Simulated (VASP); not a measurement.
**Zn: single point with PBE**

Zn:

```xyz
2
Lattice="2.6196 0.0000 0.0000 -1.3098 2.2686 0.0000 0.0000 0.0000 5.0072" Properties=species:S:1:pos:R:3 pbc="T T T"
Zn    0.0000    1.5124    1.2518
Zn    1.3098    0.7562    3.7554
```

This cell differs from its parent crystal: volume scaled by 0.97, then relaxed in part.

- Program: VASP 6.6.1
- Task: single point
- Functional: PBE
- Potentials or basis: VASP PAW PBE potentials, release 64 (Zn)
- Cutoff: 520 eV
- k mesh: 18 × 18 × 8
- Occupations: gaussian, width 0.1 eV
- Spin: no spin polarisation
- Dipole correction: no
- Further INCAR settings: ALGO = Normal; EDIFF = 1e-06; NBANDS = 19

| Item | Value |
| --- | --- |
| Pressure | 2.4 GPa |
| Band gap on the k mesh | zero (band 12 reaches 5.02 eV, above the bottom of band 13 at -0.09 eV) |

Stress tensor (GPa, compression positive):
```
2.54 0.00 0.00
0.00 2.54 0.00
0.00 0.00 2.12
```

Levels at points of the mesh, in eV from the Fermi level:
| k point | band 10 | band 11 | band 12 | band 13 | band 14 | band 15 |
| --- | --- | --- | --- | --- | --- | --- |
| (0.00, 0.00, 0.00) | -7.21 | -7.21 | -3.94 | -3.42 | 12.78 | 16.60 |
| (0.50, 0.00, 0.00) | -6.98 | -2.88 | -2.10 | 2.43 | 3.52 | 4.01 |
| (0.00, 0.00, 0.50) | -7.29 | -7.29 | -7.29 | 4.04 | 4.04 | 19.53 |
| (0.50, 0.00, 0.50) | -6.99 | -1.95 | -1.95 | 0.22 | 0.22 | 9.84 |

Wall time 31 s on 1 thread of Intel(R) Xeon(R) 6975P-C (Granite Rapids), on a shared host, peak memory 0.2 GiB.
